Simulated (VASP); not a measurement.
# Ru (P6_3/mmc) in VASP: relaxation of cell and atoms with PBE

Aim: the relaxation of cell and atoms of Ru with PBE.

Program: VASP 6.6.1. These are calculated values, not measurements. Logs are shortened: lines on timing, memory, paths and dates and some standing lists are left out, and cuts for length are marked.

### 1 The cell of the first run

The structure is hexagonal, space group P6_3/mmc (No. 194). Conventional cell: a = 2.697 Å, b = 2.697 Å, c = 4.370 Å, α = 90.00°, β = 90.00°, γ = 120.00°. Ru (site symmetry -6m2) has 12 Ru at 2.68 to 2.70 Å within 3.5 Å.

### 2 Relaxation of cell and atoms, PBE

File INCAR:

```
SYSTEM = Ru
PREC     = Accurate       ! precision mode
ENCUT    = 600            ! plane-wave cutoff, eV
EDIFF    = 1E-6           ! SCF threshold, eV
ISMEAR   = -1             ! smearing method
SIGMA    = 0.1            ! smearing width, eV
LREAL    = .FALSE.        ! projectors in reciprocal space
LASPH    = .TRUE.         ! aspherical terms in the spheres
NELM     = 80             ! most SCF steps
ALGO     = Normal         ! electronic algorithm
ISIF     = 3              ! what is computed and relaxed
LWAVE    = .FALSE.        ! write WAVECAR
LCHARG   = .FALSE.        ! write CHGCAR
GGA      = PE             ! functional
IBRION   = 2              ! ionic algorithm
NSW      = 60             ! ionic steps
EDIFFG   = -0.005         ! ionic threshold
```

File KPOINTS:

```
regular mesh
0
G
  18 18 10
  0 0 0
```

File POSCAR:

```
Ru
1.0
    2.6974396414      0.0000000000      0.0000000000
   -1.3487198207      2.3360512546      0.0000000000
    0.0000000000      0.0000000000      4.3698522191
Ru
2
Direct
    0.3333333333      0.6666666667      0.2500000000
    0.6666666667      0.3333333333      0.7500000000
```

Potentials or basis: VASP PAW PBE potentials, release 64 (Ru_pv).

The run is started by

```console
cat potpaw_PBE.64/Ru_pv/POTCAR > POTCAR
mpirun -np 1 vasp_std > vasp.out
```

OUTCAR:

```text
SYSTEM = Ru
   PREC = Accurate
   ENCUT = 600
   EDIFF = 1E-6
   ISMEAR = -1
   LREAL = .FALSE.
   LASPH = .TRUE.
   NELM = 80
   ISIF = 3
   GGA = PE
   IBRION = 2
   NSW = 60
   EDIFFG = -0.005

 ion  position               nearest neighbor table
   1  0.333  0.667  0.250-   2 2.68   2 2.68   2 2.68   2 2.68   2 2.68   2 2.68
   2  0.667  0.333  0.750-   1 2.68   1 2.68   1 2.68   1 2.68   1 2.68   1 2.68

  LATTYP: Found a hexagonal cell.
 ALAT       =     2.6974396414
 C/A-ratio  =     1.6200000000

  Lattice vectors:

 A1 = (   2.6974396414,   0.0000000000,   0.0000000000)
 A2 = (  -1.3487198207,   2.3360512546,   0.0000000000)
 A3 = (   0.0000000000,   0.0000000000,   4.3698522191)

Analysis of symmetry for initial positions (statically):
=====================================================================
 Subroutine PRICEL returns:
 Original cell was already a primitive cell.

 Routine SETGRP: Setting up the symmetry group for a
 hexagonal supercell.

 Subroutine GETGRP returns: Found 24 space group operations
 (whereof 12 operations were pure point group operations)
 out of a pool of 24 trial point group operations.

The static configuration has the point symmetry D_3d.
 The point group associated with its full space group is D_6h.

Analysis of symmetry for dynamics (positions and initial velocities):
=====================================================================
 Subroutine PRICEL returns:
 Original cell was already a primitive cell.

 Routine SETGRP: Setting up the symmetry group for a
 hexagonal supercell.

 Subroutine GETGRP returns: Found 24 space group operations
 (whereof 12 operations were pure point group operations)
 out of a pool of 24 trial point group operations.

The dynamic configuration has the point symmetry D_3d.
 The point group associated with its full space group is D_6h.

 Subroutine INISYM returns: Found 24 space group operations
 (whereof 12 operations are pure point group operations),
 and found     1 'primitive' translations

----------------------------------------------------------------------------------------

                                     Primitive cell

  volume of cell :      27.5360

  direct lattice vectors                    reciprocal lattice vectors
     2.697439641  0.000000000  0.000000000     0.370721919  0.214036400  0.000000000
    -1.348719821  2.336051255  0.000000000     0.000000000  0.428072799  0.000000000
     0.000000000  0.000000000  4.369852219     0.000000000  0.000000000  0.228840691

  length of vectors
     2.697439641  2.697439641  4.369852219     0.428072799  0.428072799  0.228840691

  position of ions in fractional coordinates (direct lattice)
     0.333333333  0.666666667  0.250000000
     0.666666667  0.333333333  0.750000000

  ion indices of the primitive-cell ions
   primitive index   ion index
                 1           1
                 2           2

----------------------------------------------------------------------------------------

 KPOINTS: regular mesh

Automatic generation of k-mesh.
 Grid dimensions read from file:
 generate k-points for:   18   18   10

 Generating k-lattice:

  Cartesian coordinates                     Fractional coordinates (reciprocal lattice)
     0.020595662  0.011890911  0.000000000     0.055555556 -0.000000000  0.000000000
     0.000000000  0.023781822  0.000000000     0.000000000  0.055555556  0.000000000
     0.000000000  0.000000000  0.022884069     0.000000000  0.000000000  0.100000000

  Length of vectors
     0.023781822  0.023781822  0.022884069

  Shift w.r.t. Gamma in fractional coordinates (k-lattice)
     0.000000000  0.000000000  0.000000000

 Subroutine IBZKPT returns following result:
 ===========================================

 Found    222 irreducible k-points:

 Following reciprocal coordinates:
            Coordinates               Weight
  0.000000  0.000000  0.000000      1.000000
  0.055556 -0.000000  0.000000      6.000000
  0.111111 -0.000000  0.000000      6.000000
  0.166667 -0.000000  0.000000      6.000000
  0.222222 -0.000000  0.000000      6.000000
  0.277778 -0.000000  0.000000      6.000000
[... 16 lines left out ...]
  0.333333  0.111111  0.000000     12.000000
  0.388889  0.111111  0.000000     12.000000
 [... further k-points ...]
   k-points           NKPTS =    222   k-points in BZ     NKDIM =    222   number of bands    NBANDS=     18
   number of dos      NEDOS =    301   number of ions     NIONS =      2
   total plane-waves  NPLWV =  20736
   dimension x,y,z NGX =    24 NGY =   24 NGZ =   36
   dimension x,y,z NGXF=    48 NGYF=   48 NGZF=   72
   ions per type =               2
   NGX,Y,Z   is equivalent  to a cutoff of  14.79, 14.79, 13.70 a.u.
   NGXF,Y,Z  is equivalent  to a cutoff of  29.58, 29.58, 27.39 a.u.
 SYSTEM =  Ru
   PREC   = accura    normal or accurate (medium, high low for compatibility)
   ISTART =      0    job   : 0-new  1-cont  2-samecut
   ICHARG =      2    charge: 1-file 2-atom 10-const
   ISPIN  =      1    spin polarized calculation?
   LNONCOLLINEAR =      F non collinear calculations
   LSORBIT =      F    spin-orbit coupling
   LASPH  =      T    aspherical Exc in radial PAW
   ENCUT  =  600.0 eV  44.10 Ry    6.64 a.u.   5.39  5.39  8.73*2*pi/ulx,y,z
   NELM   =     80;   NELMIN=  2; NELMDL= -5     # of ELM steps
   EDIFF  = 0.1E-05   stopping-criterion for ELM
   LREAL  =      F    real-space projection
   EDIFFG = -.5E-02   stopping-criterion for IOM
   NSW    =     60    number of steps for IOM
   IBRION =      2    ionic relax: 0-MD 1-quasi-New 2-CG
   NFREE  =      1    steps in history (QN), initial steepest desc. (CG)
   ISIF   =      3    stress and relaxation
   ISYM   =      2    0-nonsym 1-usesym 2-fastsym
   POTIM  = 0.5000    time-step for ionic-motion
   TEBEG  =    0.0;   TEEND  =   0.0 temperature during run
   PSTRESS=    0.0 pullay stress
   NELECT =      28.0000    total number of electrons
   NUPDOWN=      -1.0000    fix difference up-down
   EMIN   =  10.00;   EMAX   =-10.00  energy-range for DOS
   EFERMI =   0.00;   METHOD = LEGACY
   ISMEAR =    -1;   SIGMA  =   0.10  broadening in eV -4-tet -1-fermi 0-gaus
   EFERMI_NEDOS =   21; number of points for ismear=-14 and -15
   IALGO  =     38    algorithm
   IMIX   =      4    mixing-type and parameters
     AMIX     =   0.40;   BMIX     =  1.00
     AMIX_MAG =   1.60;   BMIX_MAG =  1.00
  volume/ion in A,a.u.               =      13.77        92.91
  Fermi-wavevector in a.u.,A,eV,Ry     =   1.646243  3.110948 36.873358  2.710115
  Thomas-Fermi vector in A             =   2.735904
   LORBIT       =      0    0 simple, 1 ext, 2 COOP (PROOUT), +10 PAW based schemes
   GGA     = PE    functional components
   LHFCALC =     F    Hartree Fock is set to
   AEXX    =    0.0000 exact exchange contribution
   IVDW    =     0    specifies the selected vdW correction
   LEPSILON=     F    determine dielectric tensor
   LRPA    =     F    only Hartree local field effects (RPA)
 conjugate gradient relaxation of ions
 non-spin polarized calculation
  energy-cutoff  :      600.00
  volume of cell :       27.54
 maximum number of plane-waves:       954
 NGX is ok and might be reduce to    24
   NGX = 11   NGY = 11   NGZ = 17

--------------------------------------- Ionic step        1  -------------------------------------------

 number of electron      28.0000001 magnetization

 Free energy of the ion-electron system (eV)
  ---------------------------------------------------
  ext. energy  EPLUGINS =         0.00000000
  ---------------------------------------------------
  free energy    TOTEN  =       -18.47953200 eV

  energy without entropy =      -18.42458242  energy(sigma->0) =      -18.45205721

------------------------ aborting loop because EDIFF is reached ----------------------------------------

  FORCE on cell =-STRESS in cart. coord.  units (eV):
  Direction    XX          YY          ZZ          XY          YZ          ZX
  --------------------------------------------------------------------------------------
  -------------------------------------------------------------------------------------
  Total        0.6413327      0.6413327     -1.3298581      0.0000000     -0.0000000      0.0000000
  in kB       37.3158287     37.3158287    -77.3775602      0.0000000     -0.0000000      0.0000000
  external PRESSURE =      -0.9153009 kB  Pullay stress =       0.0000000 kB
[... 89 lines left out ...]
  FREE ENERGIE OF THE ION-ELECTRON SYSTEM (eV)
  ---------------------------------------------------
  free  energy   TOTEN  =       -18.4962818044 eV

  energy  without entropy=      -18.4401898264  energy(sigma->0) =      -18.46823582

[... ionic steps 4 to 9 ...]

--------------------------------------- Ionic step       10  -------------------------------------------

 number of electron      28.0000004 magnetization

------------------------ aborting loop because EDIFF is reached ----------------------------------------

  FORCE on cell =-STRESS in cart. coord.  units (eV):
  Direction    XX          YY          ZZ          XY          YZ          ZX
  --------------------------------------------------------------------------------------
  -------------------------------------------------------------------------------------
  Total        0.0128332      0.0128332      0.0054315     -0.0000000      0.0000000      0.0000000
  in kB        0.7469300      0.7469300      0.3161288     -0.0000000      0.0000000      0.0000000
  external PRESSURE =       0.6033296 kB  Pullay stress =       0.0000000 kB
[... 57 lines left out ...]
  energy  without entropy=      -18.4401468717  energy(sigma->0) =      -18.46822335

--------------------------------------- Ionic step       12  -------------------------------------------

 number of electron      28.0000004 magnetization

 Free energy of the ion-electron system (eV)
  ---------------------------------------------------
  ext. energy  EPLUGINS =         0.00000000
  ---------------------------------------------------
  free energy    TOTEN  =       -18.49630023 eV

  energy without entropy =      -18.44013744  energy(sigma->0) =      -18.46821883

 E-fermi :  12.5967     XC(G=0): -14.0331

 val. band max:       12.5832396511   @ k =   0.4444   0.1111   0.5000
 cond. band min:      12.5989962310   @ k =   0.0000   0.0000   0.2000
 fundamental gap:      0.0157565799
 Fermi energy:        12.5966697464

 k-point     1 :       0.0000    0.0000    0.0000
  band No.  band energies     occupation
      1     -31.0087      2.00000
      2     -30.1168      2.00000
      3     -30.1168      2.00000
      4     -29.9519      2.00000
      5     -29.9519      2.00000
      6     -29.9112      2.00000
[... 10 lines left out ...]
     17      13.7472      0.00002
     18      13.8944      0.00000
[... 466 lines left out ...]
      2     -30.6034      2.00000
      3     -30.5498      2.00000
      4     -30.3710      2.00000
      5     -30.1907      2.00000
      6     -30.1152      2.00000
[... 10 lines left out ...]
     17      16.2620      0.00000
     18      19.8697      0.00000

 [... further k-points ...]
[... 5 lines left out ...]
  --------------------------------------------------------------------------------------
  -------------------------------------------------------------------------------------
  Total        0.0056322      0.0056322      0.0058226     -0.0000000      0.0000000      0.0000000
  in kB        0.3277476      0.3277476      0.3388273     -0.0000000      0.0000000      0.0000000
  external PRESSURE =       0.3314408 kB  Pullay stress =       0.0000000 kB
[... 17 lines left out ...]
  FREE ENERGIE OF THE ION-ELECTRON SYSTEM (eV)
  ---------------------------------------------------
  free  energy   TOTEN  =       -18.4963002319 eV

  energy  without entropy=      -18.4401374377  energy(sigma->0) =      -18.46821883

 reached required accuracy - stopping structural energy minimisation
```

Run time: 4 min. Hardware: 1 thread of Intel Xeon Platinum 8488C (Sapphire Rapids), shared host; peak memory 0.25 GiB.

What came out:

```yaml
Free_energy: -18.4963 eV
Relaxed_volume: 13.77 Å³/atom
Relaxed_cell: a = 2.721 Å, b = 2.721 Å, c = 4.295 Å, α = 90.00°, β = 90.00°, γ = 120.00°
Space_group_after_relaxing_to_0.05_Å: P6_3/mmc (No. 194)
Energy_gained_by_relaxing: 8.4 meV/atom
Ionic_steps: 12
Pressure_after_relaxing: 0.0 GPa
Band_gap_on_the_k_mesh: zero (band 14 reaches 14.05 eV, above the bottom of band 15 at 10.98 eV)
```

The path:
| step | energy change (eV) | largest force (eV/Å) | pressure (GPa) | volume (Å³) |
| --- | --- | --- | --- | --- |
| 1 | 0.0000 | 0.0000 | -0.09 | 27.54 |
| 2 | -0.0041 | 0.0000 | 1.08 | 27.48 |
| 3 | -0.0167 | 0.0000 | 0.27 | 27.51 |
| 4 | -0.0167 | 0.0000 | 0.28 | 27.51 |
| 5 | -0.0166 | 0.0000 | -0.71 | 27.60 |
| 6 | -0.0168 | 0.0000 | 0.04 | 27.54 |
| 7 | -0.0168 | 0.0000 | -0.02 | 27.54 |
| 8 | -0.0168 | 0.0000 | -0.02 | 27.54 |
| 9 | -0.0168 | 0.0000 | -0.04 | 27.54 |
| 10 | -0.0168 | 0.0000 | 0.06 | 27.53 |
| 11 | -0.0168 | 0.0000 | 0.09 | 27.53 |
| 12 | -0.0168 | 0.0000 | 0.03 | 27.53 |

Final structure:
```cif
data_structure
_symmetry_space_group_name_H-M 'P 1'
_symmetry_Int_Tables_number 1
_cell_length_a 2.7206
_cell_length_b 2.7206
_cell_length_c 4.2952
_cell_angle_alpha 90.000
_cell_angle_beta 90.000
_cell_angle_gamma 120.000
_cell_volume 27.53
loop_
_atom_site_label
_atom_site_type_symbol
_atom_site_fract_x
_atom_site_fract_y
_atom_site_fract_z
_atom_site_occupancy
Ru1 Ru 0.33333 0.66667 0.25000 1
Ru2 Ru 0.66667 0.33333 0.75000 1
```
